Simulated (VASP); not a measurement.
# Ca (Im-3m) in VASP: further runs

The runs below take Ca through single point, with PBE.

Program: VASP 6.6.1. These are calculated values, not measurements. Logs are shortened: lines on timing, memory, paths and dates and some standing lists are left out, and cuts for length are marked.

### Step 1. The cell of the first run

Symmetry: Im-3m, No. 229, cubic system. The conventional cell has a = 3.481 Å, b = 3.481 Å, c = 3.481 Å, α = 90.00°, β = 90.00°, γ = 90.00°. Within 4.0 Å of Ca (site symmetry m-3m) lie 14 Ca at 3.01 to 3.48 Å.

### Step 2. Single point, PBE (volume scaled by 0.5)

Contents of INCAR:

```
SYSTEM = Ca
PREC = Accurate ; ENCUT = 520
EDIFF = 1E-6 ; ISMEAR = -1
SIGMA = 0.05 ; LREAL = .FALSE.
LASPH = .TRUE. ; NELM = 100
ALGO = Normal ; ISIF = 2
LWAVE = .FALSE. ; LCHARG = .TRUE.
GGA = PE ; LELF = .TRUE.
LVHAR = .TRUE. ; NBANDS = 11
```

Contents of KPOINTS:

```
Automatic mesh
0
G
  12 12 12
  0 0 0
```

Contents of POSCAR:

```
Ca
1.0
   -1.7403963733      1.7403963733      1.7403963733
    1.7403963733     -1.7403963733      1.7403963733
    1.7403963733      1.7403963733     -1.7403963733
Ca
1
Direct
    0.0000000000      0.0000000000      0.0000000000
```

Potentials or basis: VASP PAW PBE potentials, release 64 (Ca_sv).

On the command line:

```console
cat potpaw_PBE.64/Ca_sv/POTCAR > POTCAR
mpirun -np 1 vasp_std > vasp.out
```

OUTCAR:

```text
SYSTEM = Ca
   PREC = Accurate
   ENCUT = 520
   EDIFF = 1E-6
   ISMEAR = -1
   LREAL = .FALSE.
   LASPH = .TRUE.
   NELM = 100
   ISIF = 2
   GGA = PE

 ion  position               nearest neighbor table
   1  0.000  0.000  0.000-

  LATTYP: Found a body centered cubic cell.
 ALAT       =     3.4807927466

  Lattice vectors:

 A1 = (  -1.7403963733,   1.7403963733,   1.7403963733)
 A2 = (   1.7403963733,  -1.7403963733,   1.7403963733)
 A3 = (   1.7403963733,   1.7403963733,  -1.7403963733)

Analysis of symmetry for initial positions (statically):
=====================================================================
 Subroutine PRICEL returns:
 Original cell was already a primitive cell.

 Routine SETGRP: Setting up the symmetry group for a
 body centered cubic supercell.

 Subroutine GETGRP returns: Found 48 space group operations
 (whereof 48 operations were pure point group operations)
 out of a pool of 48 trial point group operations.

The static configuration has the point symmetry O_h .

Analysis of symmetry for dynamics (positions and initial velocities):
=====================================================================
 Subroutine PRICEL returns:
 Original cell was already a primitive cell.

 Routine SETGRP: Setting up the symmetry group for a
 body centered cubic supercell.

 Subroutine GETGRP returns: Found 48 space group operations
 (whereof 48 operations were pure point group operations)
 out of a pool of 48 trial point group operations.

The dynamic configuration has the point symmetry O_h .

 Subroutine INISYM returns: Found 48 space group operations
 (whereof 48 operations are pure point group operations),
 and found     1 'primitive' translations

----------------------------------------------------------------------------------------

                                     Primitive cell

  volume of cell :      21.0865

  direct lattice vectors                    reciprocal lattice vectors
    -1.740396373  1.740396373  1.740396373     0.000000000  0.287290877  0.287290877
     1.740396373 -1.740396373  1.740396373     0.287290877  0.000000000  0.287290877
     1.740396373  1.740396373 -1.740396373     0.287290877  0.287290877  0.000000000

  length of vectors
     3.014454944  3.014454944  3.014454944     0.406290654  0.406290654  0.406290654

  position of ions in fractional coordinates (direct lattice)
     0.000000000  0.000000000  0.000000000

  ion indices of the primitive-cell ions
   primitive index   ion index
                 1           1

----------------------------------------------------------------------------------------

 KPOINTS: Automatic mesh

Automatic generation of k-mesh.
 Grid dimensions read from file:
 generate k-points for:   12   12   12

 Generating k-lattice:

  Cartesian coordinates                     Fractional coordinates (reciprocal lattice)
     0.000000000  0.023940906  0.023940906     0.083333333  0.000000000  0.000000000
     0.023940906  0.000000000  0.023940906     0.000000000  0.083333333  0.000000000
     0.023940906  0.023940906  0.000000000     0.000000000  0.000000000  0.083333333

  Length of vectors
     0.033857555  0.033857555  0.033857555

  Shift w.r.t. Gamma in fractional coordinates (k-lattice)
     0.000000000  0.000000000  0.000000000

 Subroutine IBZKPT returns following result:
 ===========================================

 Found     72 irreducible k-points:

 Following reciprocal coordinates:
            Coordinates               Weight
  0.000000  0.000000  0.000000      1.000000
  0.083333  0.000000  0.000000     12.000000
  0.166667  0.000000  0.000000     12.000000
  0.250000  0.000000  0.000000     12.000000
  0.333333  0.000000  0.000000     12.000000
  0.416667  0.000000  0.000000     12.000000
[... 16 lines left out ...]
  0.333333  0.083333  0.083333     24.000000
  0.416667  0.083333  0.083333     12.000000
 [... further k-points ...]
   k-points           NKPTS =     72   k-points in BZ     NKDIM =     72   number of bands    NBANDS=     11
   number of dos      NEDOS =    301   number of ions     NIONS =      1
   total plane-waves  NPLWV =  13824
   dimension x,y,z NGX =    24 NGY =   24 NGZ =   24
   dimension x,y,z NGXF=    48 NGYF=   48 NGZF=   48
   ions per type =               1
   NGX,Y,Z   is equivalent  to a cutoff of  13.24, 13.24, 13.24 a.u.
   NGXF,Y,Z  is equivalent  to a cutoff of  26.47, 26.47, 26.47 a.u.
 SYSTEM =  Ca
   PREC   = accura    normal or accurate (medium, high low for compatibility)
   ISTART =      0    job   : 0-new  1-cont  2-samecut
   ICHARG =      2    charge: 1-file 2-atom 10-const
   ISPIN  =      1    spin polarized calculation?
   LNONCOLLINEAR =      F non collinear calculations
   LSORBIT =      F    spin-orbit coupling
   LASPH  =      T    aspherical Exc in radial PAW
   ENCUT  =  520.0 eV  38.22 Ry    6.18 a.u.   5.60  5.60  5.60*2*pi/ulx,y,z
   NELM   =    100;   NELMIN=  2; NELMDL= -5     # of ELM steps
   EDIFF  = 0.1E-05   stopping-criterion for ELM
   LREAL  =      F    real-space projection
   EDIFFG = 0.1E-04   stopping-criterion for IOM
   NSW    =      0    number of steps for IOM
   IBRION =     -1    ionic relax: 0-MD 1-quasi-New 2-CG
   NFREE  =      0    steps in history (QN), initial steepest desc. (CG)
   ISIF   =      2    stress and relaxation
   ISYM   =      2    0-nonsym 1-usesym 2-fastsym
   POTIM  = 0.5000    time-step for ionic-motion
   TEBEG  =    0.0;   TEEND  =   0.0 temperature during run
   PSTRESS=    0.0 pullay stress
   NELECT =      10.0000    total number of electrons
   NUPDOWN=      -1.0000    fix difference up-down
   EMIN   =  10.00;   EMAX   =-10.00  energy-range for DOS
   EFERMI =   0.00;   METHOD = LEGACY
   ISMEAR =    -1;   SIGMA  =   0.05  broadening in eV -4-tet -1-fermi 0-gaus
   EFERMI_NEDOS =   21; number of points for ismear=-14 and -15
   IALGO  =     38    algorithm
   IMIX   =      4    mixing-type and parameters
     AMIX     =   0.40;   BMIX     =  1.00
     AMIX_MAG =   1.60;   BMIX_MAG =  1.00
  volume/ion in A,a.u.               =      21.09       142.30
  Fermi-wavevector in a.u.,A,eV,Ry     =   1.276654  2.412527 22.175406  1.629846
  Thomas-Fermi vector in A             =   2.409298
   LORBIT       =      0    0 simple, 1 ext, 2 COOP (PROOUT), +10 PAW based schemes
   GGA     = PE    functional components
   LHFCALC =     F    Hartree Fock is set to
   AEXX    =    0.0000 exact exchange contribution
   IVDW    =     0    specifies the selected vdW correction
   LEPSILON=     F    determine dielectric tensor
   LRPA    =     F    only Hartree local field effects (RPA)
 non-spin polarized calculation
  energy-cutoff  :      520.00
  volume of cell :       21.09
 maximum number of plane-waves:       586
   NGX = 11   NGY = 11   NGZ = 11

 number of electron      10.0000000 magnetization

 number of electron       9.9999998 magnetization

 Free energy of the ion-electron system (eV)
  ---------------------------------------------------
  ext. energy  EPLUGINS =         0.00000000
  ---------------------------------------------------
  free energy    TOTEN  =        -0.56799697 eV

  energy without entropy =       -0.56247101  energy(sigma->0) =       -0.56523399

 E-fermi :   5.4420     XC(G=0): -10.2482

 val. band max:        5.4028900680   @ k =  -0.4167  -0.4167   0.1667
 cond. band min:       5.4582530694   @ k =  -0.3333   0.4167   0.2500
 fundamental gap:      0.0553630014
 Fermi energy:         5.4419510394

 k-point     1 :       0.0000    0.0000    0.0000
  band No.  band energies     occupation
      1     -35.2613      2.00000
      2     -15.6372      2.00000
      3     -15.6372      2.00000
      4     -15.6372      2.00000
      5       0.7887      2.00000
      6       8.7455      0.00000
      7       8.7455      0.00000
      8       8.7455      0.00000
      9      10.7858      0.00000
     10      10.7858      0.00000
     11      20.0304      0.00000

 k-point     2 :       0.0833    0.0000    0.0000
  band No.  band energies     occupation
      1     -35.2436      2.00000
      2     -15.7331      2.00000
      3     -15.6634      2.00000
      4     -15.6387      2.00000
      5       1.0347      2.00000
      6       8.5746      0.00000
      7       8.6547      0.00000
      8       8.9594      0.00000
      9      10.5630      0.00000
     10      10.7863      0.00000
     11      20.1672      0.00000

 k-point     3 :       0.1667    0.0000    0.0000
  band No.  band energies     occupation
      1     -35.1951      2.00000
      2     -15.9873      2.00000
      3     -15.7340      2.00000
      4     -15.6426      2.00000
      5       1.7147      2.00000
      6       8.1484      0.00000
      7       8.2274      0.00000
      8       9.5794      0.00000
      9      10.3400      0.00000
     10      10.8163      0.00000
     11      20.2124      0.00000

 k-point     4 :       0.2500    0.0000    0.0000
  band No.  band energies     occupation
      1     -35.1280      2.00000
      2     -16.3187      2.00000
      3     -15.8287      2.00000
      4     -15.6480      2.00000
      5       2.6528      2.00000
      6       7.5564      0.00000
      7       7.6398      0.00000
      8      10.4784      0.00000
      9      10.5363      0.00000
     10      10.9293      0.00000
     11      19.4653      0.00000
[... 239 lines left out ...]
 k-point    22 :       0.2500    0.0833    0.0833
  band No.  band energies     occupation
      1     -35.0463      2.00000
      2     -16.6376      2.00000
      3     -15.9451      2.00000
      4     -15.7305      2.00000
      5       3.9647      2.00000
      6       6.8545      0.00000
      7       6.9279      0.00000
      8      10.8659      0.00000
      9      11.2312      0.00000
     10      12.3516      0.00000
     11      18.3489      0.00000

 k-point    23 :       0.3333    0.0833    0.0833
  band No.  band energies     occupation
      1     -35.0013      2.00000
      2     -16.7955      2.00000
      3     -16.0471      2.00000
      4     -15.7406      2.00000
      5       4.4481      2.00000
      6       6.6890      0.00000
      7       7.0078      0.00000
      8      11.0416      0.00000
      9      11.4480      0.00000
     10      13.3438      0.00000
     11      17.0078      0.00000

 k-point    24 :       0.4167    0.0833    0.0833
  band No.  band energies     occupation
      1     -34.9848      2.00000
      2     -16.8513      2.00000
      3     -16.0853      2.00000
      4     -15.7443      2.00000
      5       4.5338      2.00000
      6       6.6081      0.00000
      7       7.2430      0.00000
      8      11.0850      0.00000
      9      11.5397      0.00000
     10      13.7725      0.00000
     11      16.4588      0.00000

 [... further k-points ...]

------------------------ aborting loop because EDIFF is reached ----------------------------------------

  FORCE on cell =-STRESS in cart. coord.  units (eV):
  Direction    XX          YY          ZZ          XY          YZ          ZX
  --------------------------------------------------------------------------------------
  -------------------------------------------------------------------------------------
  Total        4.3200881      4.3200881      4.3200881      0.0000000      0.0000000     -0.0000000
  in kB      328.2454302    328.2454302    328.2454302      0.0000000      0.0000000     -0.0000000
  external PRESSURE =     328.2454302 kB  Pullay stress =       0.0000000 kB

 VOLUME and BASIS-vectors are now :
 -----------------------------------------------------------------------------
  energy-cutoff  :      520.00
  volume of cell :       21.09
      direct lattice vectors                 reciprocal lattice vectors
    -1.740396373  1.740396373  1.740396373     0.000000000  0.287290877  0.287290877
     1.740396373 -1.740396373  1.740396373     0.287290877  0.000000000  0.287290877
     1.740396373  1.740396373 -1.740396373     0.287290877  0.287290877  0.000000000

 POSITION                                       TOTAL-FORCE (eV/Angst)
 -----------------------------------------------------------------------------------
      0.00000      0.00000      0.00000         0.000000      0.000000      0.000000
 -----------------------------------------------------------------------------------
    total drift:                               -0.000000      0.000000      0.000000

  FREE ENERGIE OF THE ION-ELECTRON SYSTEM (eV)
  ---------------------------------------------------
  free  energy   TOTEN  =        -0.5679969731 eV

  energy  without entropy=       -0.5624710061  energy(sigma->0) =       -0.56523399
```

Run time: 17 s. Hardware: 1 thread of AMD EPYC 7R43 (Zen 3), shared host; peak memory 0.11 GiB.

Results:

| Item | Value |
| --- | --- |
| Free energy | -0.5680 eV |
| Pressure | 32.8 GPa |
| Band gap on the k mesh | zero (band 5 reaches 6.32 eV, above the bottom of band 6 at 4.27 eV) |

### Step 3. Single point, PBE (volume scaled by 0.58)

Contents of INCAR:

```
PREC     = Accurate       # precision mode
ENCUT    = 520            # plane-wave cutoff, eV
EDIFF    = 1E-6           # SCF threshold, eV
ISMEAR   = -1             # smearing method
SIGMA    = 0.05           # smearing width, eV
LREAL    = False          # projectors in reciprocal space
LASPH    = True           # aspherical terms in the spheres
NELM     = 80             # most SCF steps
ALGO     = Normal         # electronic algorithm
ISIF     = 2              # what is computed and relaxed
LWAVE    = False          # write WAVECAR
LCHARG   = False          # write CHGCAR
GGA      = PE             # functional
NBANDS   = 11             # bands
```

Contents of KPOINTS:

```
regular mesh
0
Gamma
  12 12 12
```

Contents of POSCAR:

```
Ca
1.0
   -1.8286650560      1.8286650560      1.8286650560
    1.8286650560     -1.8286650560      1.8286650560
    1.8286650560      1.8286650560     -1.8286650560
Ca
1
Direct
    0.0000000000      0.0000000000      0.0000000000
```

Potentials or basis: VASP PAW PBE potentials, release 64 (Ca_sv).

On the command line:

```console
cat potpaw_PBE.64/Ca_sv/POTCAR > POTCAR
mpirun -np 1 vasp_std > vasp.out
```

Run time: 15 s. Hardware: 1 thread of AMD EPYC 7R43 (Zen 3), shared host; peak memory 0.11 GiB.

It converged, with:

- Free energy: -1.1275 eV
- Pressure: 21.0 GPa
- Band gap on the k mesh: zero (band 5 reaches 5.25 eV, above the bottom of band 6 at 3.76 eV)

Levels at points of the mesh, in eV from the Fermi level:
| k point | band 2 | band 3 | band 4 | band 5 | band 6 | band 7 | band 8 | band 9 |
| --- | --- | --- | --- | --- | --- | --- | --- | --- |
| (0.00, 0.00, 0.00) | -21.45 | -21.45 | -21.45 | -4.65 | 3.16 | 3.16 | 3.16 | 4.94 |
| (0.50, 0.00, 0.00) | -22.30 | -21.70 | -21.46 | -1.20 | 1.36 | 1.46 | 5.01 | 5.54 |
| (0.50, 0.50, 0.50) | -22.01 | -22.01 | -22.01 | -0.76 | -0.76 | 6.56 | 6.56 | 6.56 |

(Part 1 of 2 ends here.)
